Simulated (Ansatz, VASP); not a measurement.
**Two plane-wave programs on Si**

```
Si
1.0
     4.06100    0.00000    0.00000
    -2.03050    3.51693    0.00000
     0.00000    0.00000   28.00000
Si
2
Direct
  0.33333 0.66667 0.50766
  0.66667 0.33333 0.49234
```

Alike in both runs: task single point; functional PBE; k mesh 15 × 15 × 1; occupations gaussian, width 0.1 eV; no spin polarisation.

|  | VASP | Ansatz |
| --- | --- | --- |
| version | VASP 6.6.1 | Ansatz 0.2.0 |
| potentials or method | VASP PAW PBE potentials, release 64 (Si), cutoff 520 eV | scalar-relativistic, plane waves, PAW |
| valence electrons in the cell | 8 | 8 |

```tsv
	VASP	Ansatz	Ansatz less VASP
gap on the k mesh at the Fermi level (eV)	none	none	-
rms of the force components (eV/Å)	0.081	0.081	-0.0004
work function, face that differs most (eV)	4.66	4.66	-0.002
```

Atom by atom the forces differ by 0.000 eV/Å (rms over components). A gap of «none» marks a metal or a gap that the smearing closes.
